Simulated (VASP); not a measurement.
Input of a VASP 6.6.1 run:

File INCAR:

```
SYSTEM = TiAl3
  ALGO = Fast
  EDIFF = 1E-6
  ENCUT = 520
  GGA = PE
  ISIF = 2
  ISMEAR = -1
  LASPH = .True.
  LCHARG = .False.
  LREAL = .False.
  LWAVE = .False.
  NBANDS = 18
  NELM = 80
  PREC = Accurate
  SIGMA = 0.05
```

Contents of KPOINTS:

```
k-points
0
Gamma
  8 8 8
  0 0 0
```

The input POSCAR:

```
TiAl3
1.0
   -1.9111067713      1.9111067713      4.2806687947
    1.9111067713     -1.9111067713      4.2806687947
    1.9111067713      1.9111067713     -4.2806687947
Ti Al
1 3
Direct
    0.0000000000      0.0000000000      0.0000000000
    0.2500000000      0.7500000000      0.5000000000
    0.7500000000      0.2500000000      0.5000000000
    0.5000000000      0.5000000000      0.0000000000
```

Potentials or basis: VASP PAW PBE potentials, release 64 (Ti_sv, Al).

Run with:

```sh
$ cat potpaw_PBE.64/Ti_sv/POTCAR potpaw_PBE.64/Al/POTCAR > POTCAR
$ mpirun -np 1 vasp_std > vasp.out
```

Question: What does it give for the pressure?

Answer: 2.1 GPa.

Question: What does it give for the band gap on the k mesh?

Answer: Zero (an odd number of electrons rules out a gap without spin polarisation).

Stress tensor (GPa, compression positive):
```
2.11 0.00 0.00
0.00 2.11 0.00
0.00 0.00 2.02
```
